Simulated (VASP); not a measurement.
# SnO (P4/nmm) in VASP: notebook

The runs below take SnO through single point, with PBE.

All numbers are computed with VASP 6.6.1; they aren't measurements. Logs are shortened: lines on timing, memory, paths and dates and some standing lists are left out, and cuts for length are marked.

**1. The cell of the first run**

It takes space group P4/nmm (No. 129, tetragonal). The conventional cell has a = 3.726 Å, b = 3.726 Å, c = 4.836 Å, α = 90.00°, β = 90.00°, γ = 90.00°. Within 2.9 Å of Sn (site symmetry 4mm) lie 4 O at 2.19 Å. O (site symmetry -4m2) has 4 Sn at 2.19 Å and 4 O at 2.63 Å within 2.9 Å.

**2. Single point, PBE (equal xx and yy strain of -2 %)**

INCAR reads:

```
PREC = Accurate
ENCUT = 600
EDIFF = 1E-6
ISMEAR = -1
SIGMA = 0.01
LREAL = False
LASPH = True
NELM = 120
ALGO = Normal
ISIF = 2
LWAVE = False
LCHARG = False
GGA = PE
NBANDS = 28
GGA_COMPAT = False
```

KPOINTS reads:

```
regular mesh
0
Gamma
  8 8 6
```

POSCAR reads:

```
SnO
1.0
    3.7259600000      0.0000000000      0.0000000000
    0.0000000000      3.7259600000      0.0000000000
    0.0000000000      0.0000000000      4.8360000000
Sn O
2 2
Direct
    0.0000000000      0.5000000000      0.2385000000
    0.5000000000      0.0000000000      0.7615000000
    0.0000000000      0.0000000000      0.0000000000
    0.5000000000      0.5000000000      0.0000000000
```

Potentials or basis: VASP PAW PBE potentials, release 64 (Sn_d, O).

The run is started by

```
$ cat potpaw_PBE.64/Sn_d/POTCAR potpaw_PBE.64/O/POTCAR > POTCAR
$ mpirun -np 1 vasp_std > vasp.out
```

OUTCAR:

```text
PREC = Accurate
   ENCUT = 600
   EDIFF = 1E-6
   ISMEAR = -1
   LREAL = False
   LASPH = True
   NELM = 120
   ISIF = 2
   GGA = PE

 ion  position               nearest neighbor table
   1  0.000  0.500  0.239-   3 2.19   4 2.19   3 2.19   4 2.19   2 3.50   2 3.50   2 3.50   2 3.50
                             2 3.65   2 3.65   2 3.65   2 3.65
   2  0.500  0.000  0.761-   3 2.19   4 2.19   4 2.19   3 2.19   1 3.50   1 3.50   1 3.50   1 3.50
                             1 3.65   1 3.65   1 3.65   1 3.65
   3  0.000  0.000  0.000-   1 2.19   2 2.19   1 2.19   2 2.19
   4  0.500  0.500  0.000-   1 2.19   2 2.19   2 2.19   1 2.19

  LATTYP: Found a simple tetragonal cell.
 ALAT       =     3.7259600000
 C/A-ratio  =     1.2979205359

  Lattice vectors:

 A1 = (   3.7259600000,   0.0000000000,   0.0000000000)
 A2 = (   0.0000000000,   3.7259600000,   0.0000000000)
 A3 = (   0.0000000000,   0.0000000000,   4.8360000000)

Analysis of symmetry for initial positions (statically):
=====================================================================
 Subroutine PRICEL returns:
 Original cell was already a primitive cell.

 Routine SETGRP: Setting up the symmetry group for a
 simple tetragonal supercell.

 Subroutine GETGRP returns: Found 16 space group operations
 (whereof  8 operations were pure point group operations)
 out of a pool of 16 trial point group operations.

The static configuration has the point symmetry D_2d.
 The point group associated with its full space group is D_4h.

Analysis of symmetry for dynamics (positions and initial velocities):
=====================================================================
 Subroutine PRICEL returns:
 Original cell was already a primitive cell.

 Routine SETGRP: Setting up the symmetry group for a
 simple tetragonal supercell.

 Subroutine GETGRP returns: Found 16 space group operations
 (whereof  8 operations were pure point group operations)
 out of a pool of 16 trial point group operations.

The dynamic configuration has the point symmetry D_2d.
 The point group associated with its full space group is D_4h.

 Subroutine INISYM returns: Found 16 space group operations
 (whereof  8 operations are pure point group operations),
 and found     1 'primitive' translations

----------------------------------------------------------------------------------------

                                     Primitive cell

  volume of cell :      67.1371

  direct lattice vectors                    reciprocal lattice vectors
     3.725960000  0.000000000  0.000000000     0.268387208  0.000000000  0.000000000
     0.000000000  3.725960000  0.000000000     0.000000000  0.268387208  0.000000000
     0.000000000  0.000000000  4.836000000     0.000000000  0.000000000  0.206782465

  length of vectors
     3.725960000  3.725960000  4.836000000     0.268387208  0.268387208  0.206782465

  position of ions in fractional coordinates (direct lattice)
     0.000000000  0.500000000  0.238500000
     0.500000000  0.000000000  0.761500000
     0.000000000  0.000000000  0.000000000
     0.500000000  0.500000000  0.000000000

  ion indices of the primitive-cell ions
   primitive index   ion index
                 1           1
                 2           2
                 3           3
                 4           4

----------------------------------------------------------------------------------------

 KPOINTS: regular mesh

Automatic generation of k-mesh.
 Grid dimensions read from file:
 generate k-points for:    8    8    6

 Generating k-lattice:

  Cartesian coordinates                     Fractional coordinates (reciprocal lattice)
     0.033548401  0.000000000  0.000000000     0.125000000  0.000000000  0.000000000
     0.000000000  0.033548401  0.000000000     0.000000000  0.125000000  0.000000000
     0.000000000  0.000000000  0.034463744     0.000000000  0.000000000  0.166666667

  Length of vectors
     0.033548401  0.033548401  0.034463744

  Shift w.r.t. Gamma in fractional coordinates (k-lattice)
     0.000000000  0.000000000  0.000000000

 Subroutine IBZKPT returns following result:
 ===========================================

 Found     60 irreducible k-points:

 Following reciprocal coordinates:
            Coordinates               Weight
  0.000000  0.000000  0.000000      1.000000
  0.125000  0.000000  0.000000      4.000000
  0.250000  0.000000  0.000000      4.000000
  0.375000  0.000000  0.000000      4.000000
  0.500000  0.000000  0.000000      2.000000
  0.125000  0.125000  0.000000      4.000000
[... 16 lines left out ...]
  0.375000  0.125000  0.166667     16.000000
  0.500000  0.125000  0.166667      8.000000
 [... further k-points ...]
   k-points           NKPTS =     60   k-points in BZ     NKDIM =     60   number of bands    NBANDS=     28
   number of dos      NEDOS =    301   number of ions     NIONS =      4
   total plane-waves  NPLWV =  36000
   dimension x,y,z NGX =    30 NGY =   30 NGZ =   40
   dimension x,y,z NGXF=    60 NGYF=   60 NGZF=   80
   ions per type =               2   2
   NGX,Y,Z   is equivalent  to a cutoff of  13.39, 13.39, 13.75 a.u.
   NGXF,Y,Z  is equivalent  to a cutoff of  26.77, 26.77, 27.50 a.u.
 SYSTEM =  unknown system
   PREC   = accura    normal or accurate (medium, high low for compatibility)
   ISTART =      0    job   : 0-new  1-cont  2-samecut
   ICHARG =      2    charge: 1-file 2-atom 10-const
   ISPIN  =      1    spin polarized calculation?
   LNONCOLLINEAR =      F non collinear calculations
   LSORBIT =      F    spin-orbit coupling
   LASPH  =      T    aspherical Exc in radial PAW
   ENCUT  =  600.0 eV  44.10 Ry    6.64 a.u.   7.44  7.44  9.66*2*pi/ulx,y,z
   NELM   =    120;   NELMIN=  2; NELMDL= -5     # of ELM steps
   EDIFF  = 0.1E-05   stopping-criterion for ELM
   LREAL  =      F    real-space projection
   EDIFFG = 0.1E-04   stopping-criterion for IOM
   NSW    =      0    number of steps for IOM
   IBRION =     -1    ionic relax: 0-MD 1-quasi-New 2-CG
   NFREE  =      0    steps in history (QN), initial steepest desc. (CG)
   ISIF   =      2    stress and relaxation
   ISYM   =      2    0-nonsym 1-usesym 2-fastsym
   POTIM  = 0.5000    time-step for ionic-motion
   TEBEG  =    0.0;   TEEND  =   0.0 temperature during run
   PSTRESS=    0.0 pullay stress
   NELECT =      40.0000    total number of electrons
   NUPDOWN=      -1.0000    fix difference up-down
   EMIN   =  10.00;   EMAX   =-10.00  energy-range for DOS
   EFERMI =   0.00;   METHOD = LEGACY
   ISMEAR =    -1;   SIGMA  =   0.01  broadening in eV -4-tet -1-fermi 0-gaus
   EFERMI_NEDOS =   21; number of points for ismear=-14 and -15
   IALGO  =     38    algorithm
   IMIX   =      4    mixing-type and parameters
     AMIX     =   0.40;   BMIX     =  1.00
     AMIX_MAG =   1.60;   BMIX_MAG =  1.00
  volume/ion in A,a.u.               =      16.78       113.27
  Fermi-wavevector in a.u.,A,eV,Ry     =   1.377550  2.603191 25.819002  1.897643
  Thomas-Fermi vector in A             =   2.502693
   LORBIT       =      0    0 simple, 1 ext, 2 COOP (PROOUT), +10 PAW based schemes
   GGA     = PE    functional components
   LHFCALC =     F    Hartree Fock is set to
   AEXX    =    0.0000 exact exchange contribution
   IVDW    =     0    specifies the selected vdW correction
   LEPSILON=     F    determine dielectric tensor
   LRPA    =     F    only Hartree local field effects (RPA)
 non-spin polarized calculation
  energy-cutoff  :      600.00
  volume of cell :       67.14
 maximum number of plane-waves:      2307
 NGX is ok and might be reduce to    30
   NGX = 15   NGY = 15   NGZ = 19

 number of electron      39.9999990 magnetization

 Free energy of the ion-electron system (eV)
  ---------------------------------------------------
  ext. energy  EPLUGINS =         0.00000000
  ---------------------------------------------------
  free energy    TOTEN  =       -22.54067538 eV

  energy without entropy =      -22.54054594  energy(sigma->0) =      -22.54061066

 E-fermi :   7.9337     XC(G=0): -10.4709

 val. band max:        7.9231446589   @ k =   0.1250   0.0000   0.0000
 cond. band min:       7.9655332556   @ k =   0.0000   0.0000   0.0000
 fundamental gap:      0.0423885967
 Fermi energy:         7.9336592875

 k-point     1 :       0.0000    0.0000    0.0000
  band No.  band energies     occupation
      1     -14.4463      2.00000
      2     -13.9218      2.00000
      3     -13.9145      2.00000
      4     -13.9145      2.00000
      5     -13.8562      2.00000
      6     -13.8499      2.00000
[... 20 lines left out ...]
     27      14.5785      0.00000
     28      14.9236      0.00000

 k-point     2 :       0.1250    0.0000    0.0000
  band No.  band energies     occupation
      1     -14.4385      2.00000
      2     -13.9280      2.00000
      3     -13.9117      2.00000
      4     -13.9100      2.00000
      5     -13.8818      2.00000
      6     -13.8582      2.00000
[... 20 lines left out ...]
     27      14.7902      0.00000
     28      16.2775      0.00000

 k-point     3 :       0.2500    0.0000    0.0000
  band No.  band energies     occupation
      1     -14.4168      2.00000
      2     -14.0768      2.00000
      3     -13.9026      2.00000
      4     -13.8981      2.00000
      5     -13.8836      2.00000
      6     -13.8631      2.00000
[... 20 lines left out ...]
     27      15.1101      0.00000
     28      18.4507      0.00000

 k-point     4 :       0.3750    0.0000    0.0000
  band No.  band energies     occupation
      1     -14.3805      2.00000
      2     -14.2201      2.00000
      3     -13.8887      2.00000
      4     -13.8837      2.00000
      5     -13.8726      2.00000
      6     -13.8682      2.00000
[... 578 lines left out ...]
     27      16.2290      0.00000
     28      17.4958      0.00000

 k-point    23 :       0.3750    0.1250    0.1667
  band No.  band energies     occupation
      1     -14.3850      2.00000
      2     -14.2472      2.00000
      3     -13.8987      2.00000
      4     -13.8837      2.00000
      5     -13.8745      2.00000
      6     -13.8606      2.00000
[... 20 lines left out ...]
     27      16.3203      0.00000
     28      16.8470      0.00000

 k-point    24 :       0.5000    0.1250    0.1667
  band No.  band energies     occupation
      1     -14.3342      2.00000
      2     -14.3342      2.00000
      3     -13.8892      2.00000
      4     -13.8892      2.00000
      5     -13.8660      2.00000
      6     -13.8660      2.00000
[... 20 lines left out ...]
     27      16.5110      0.00000
     28      16.5110      0.00000

 [... further k-points ...]
[... 5 lines left out ...]
  --------------------------------------------------------------------------------------
  -------------------------------------------------------------------------------------
  Total        4.4214641      4.4214641      2.8367745      0.0000000      0.0000000      0.0000000
  in kB      105.5149536    105.5149536     67.6975152      0.0000000      0.0000000      0.0000000
  external PRESSURE =      92.9091408 kB  Pullay stress =       0.0000000 kB

 VOLUME and BASIS-vectors are now :
 -----------------------------------------------------------------------------
  energy-cutoff  :      600.00
  volume of cell :       67.14
      direct lattice vectors                 reciprocal lattice vectors
     3.725960000  0.000000000  0.000000000     0.268387208  0.000000000  0.000000000
     0.000000000  3.725960000  0.000000000     0.000000000  0.268387208  0.000000000
     0.000000000  0.000000000  4.836000000     0.000000000  0.000000000  0.206782465

 POSITION                                       TOTAL-FORCE (eV/Angst)
 -----------------------------------------------------------------------------------
      0.00000      1.86298      1.15339         0.000000      0.000000      0.975058
      1.86298      0.00000      3.68261        -0.000000      0.000000     -0.975058
      0.00000      0.00000      0.00000         0.000000      0.000000     -0.000000
      1.86298      1.86298      0.00000         0.000000     -0.000000     -0.000000
 -----------------------------------------------------------------------------------
    total drift:                                0.000000      0.000000     -0.000000

  FREE ENERGIE OF THE ION-ELECTRON SYSTEM (eV)
  ---------------------------------------------------
  free  energy   TOTEN  =       -22.5406753829 eV

  energy  without entropy=      -22.5405459399  energy(sigma->0) =      -22.54061066
```

It took 3.1 min on 1 thread of Intel Xeon 8259CL, shared host; peak memory 0.26 GiB.

What came out:

```
Free energy            : -22.5407 eV
Pressure               : 9.3 GPa
Largest force          : 0.975 eV/Å
Band gap on the k mesh : zero (bands 20 and 21 overlap by 0.22 eV)
```

Forces in eV/Å, atoms in the order of the input:
```
Sn   0.000  0.000  0.975
Sn   0.000  0.000 -0.975
O    0.000  0.000  0.000
O    0.000  0.000  0.000
```

Stress tensor (GPa, compression positive):
```
10.55  0.00  0.00
 0.00 10.55  0.00
 0.00  0.00  6.77
```

Levels at points of the mesh, in eV from the Fermi level:
```csv
k point,band 16,band 17,band 18,band 19,band 20,band 21,band 22,band 23,band 24,band 25
"(0.00, 0.00, 0.00)",-6.80,-3.92,-3.51,-3.51,0.03,2.18,4.19,4.64,4.64,5.64
"(0.50, 0.00, 0.00)",-5.55,-5.29,-5.29,-3.10,-3.10,3.09,3.09,5.97,5.97,6.08
"(0.50, 0.50, 0.00)",-5.71,-2.83,-2.83,-2.11,-2.11,-0.19,-0.19,4.22,4.22,7.17
"(0.00, 0.00, 0.50)",-3.98,-3.53,-3.53,-3.15,-2.71,1.72,2.84,2.84,3.77,7.69
"(0.50, 0.00, 0.50)",-5.97,-5.26,-5.26,-2.06,-2.06,2.44,2.44,5.46,5.46,6.77
"(0.50, 0.50, 0.50)",-6.16,-2.90,-2.90,-2.83,-2.83,2.07,2.07,3.93,3.93,5.64
```

Caveat: the cell differs from its parent crystal (equal xx and yy strain of -2 %); the cell stands under pressure; semilocal functionals underestimate gaps, and a narrow one can read as zero; spin-orbit coupling is left out, which moves the levels of the heavy elements.

**3. Single point, PBE (equal xx and yy strain of +1 %)**

INCAR reads:

```
SYSTEM = SnO
  ALGO = Normal
  EDIFF = 1E-6
  ENCUT = 600
  GGA = PE
  GGA_COMPAT = .False.
  ISIF = 2
  ISMEAR = -1
  LASPH = .True.
  LCHARG = .False.
  LREAL = .False.
  LWAVE = .False.
  NBANDS = 28
  NELM = 120
  PREC = Accurate
  SIGMA = 0.01
```

KPOINTS reads:

```
k-points
0
Gamma
  8 8 6
  0 0 0
```

POSCAR, as its differences from that of step 2:

```diff
@@ -2,4 +2,4 @@
 1.0
-    3.7259600000      0.0000000000      0.0000000000
-    0.0000000000      3.7259600000      0.0000000000
+    3.8400200000      0.0000000000      0.0000000000
+    0.0000000000      3.8400200000      0.0000000000
     0.0000000000      0.0000000000      4.8360000000
```

Potentials or basis: VASP PAW PBE potentials, release 64 (Sn_d, O).

The run is started by

```
$ cat potpaw_PBE.64/Sn_d/POTCAR potpaw_PBE.64/O/POTCAR > POTCAR
$ mpirun -np 1 vasp_std > vasp.out
```

It took 2.6 min on 1 thread of Intel Xeon 8259CL, shared host; peak memory 0.27 GiB.

The run converged. Its results:

- Free energy: -22.7068 eV
- Pressure: 2.2 GPa
- Largest force: 0.195 eV/Å
- Band gap on the k mesh: 0.15 eV (least direct gap 1.97 eV)

Forces on the atoms (eV/Å):
```
Sn   0.000  0.000  0.195
Sn   0.000  0.000 -0.195
O    0.000  0.000  0.000
O    0.000  0.000  0.000
```

Levels at points of the mesh, in eV from the valence-band top:
| k point | band 16 | band 17 | band 18 | band 19 | band 20 | band 21 | band 22 | band 23 | band 24 | band 25 |
| --- | --- | --- | --- | --- | --- | --- | --- | --- | --- | --- |
| (0.00, 0.00, 0.00) | -6.08 | -3.33 | -3.06 | -3.06 | 0.00 | 2.08 | 4.47 | 4.66 | 4.66 | 5.77 |
| (0.50, 0.00, 0.00) | -4.81 | -4.69 | -4.69 | -2.59 | -2.59 | 3.22 | 3.22 | 5.87 | 5.87 | 5.99 |
| (0.50, 0.50, 0.00) | -4.93 | -2.40 | -2.40 | -1.82 | -1.82 | 0.15 | 0.15 | 4.55 | 4.55 | 7.28 |
| (0.00, 0.00, 0.50) | -3.40 | -3.11 | -3.07 | -3.07 | -2.06 | 1.70 | 2.98 | 2.98 | 3.64 | 8.04 |
| (0.50, 0.00, 0.50) | -5.29 | -4.65 | -4.65 | -1.64 | -1.64 | 2.63 | 2.63 | 5.39 | 5.39 | 6.66 |
| (0.50, 0.50, 0.50) | -5.40 | -2.62 | -2.62 | -2.41 | -2.41 | 2.42 | 2.42 | 4.09 | 4.09 | 5.58 |

Caveat: the cell differs from its parent crystal (equal xx and yy strain of +1 %); semilocal functionals underestimate gaps, and a narrow one can read as zero; spin-orbit coupling is left out, which moves the levels of the heavy elements. A k mesh can miss the band edges.

The gap in the log of VASP goes by the Fermi energy; the results here count the filled bands.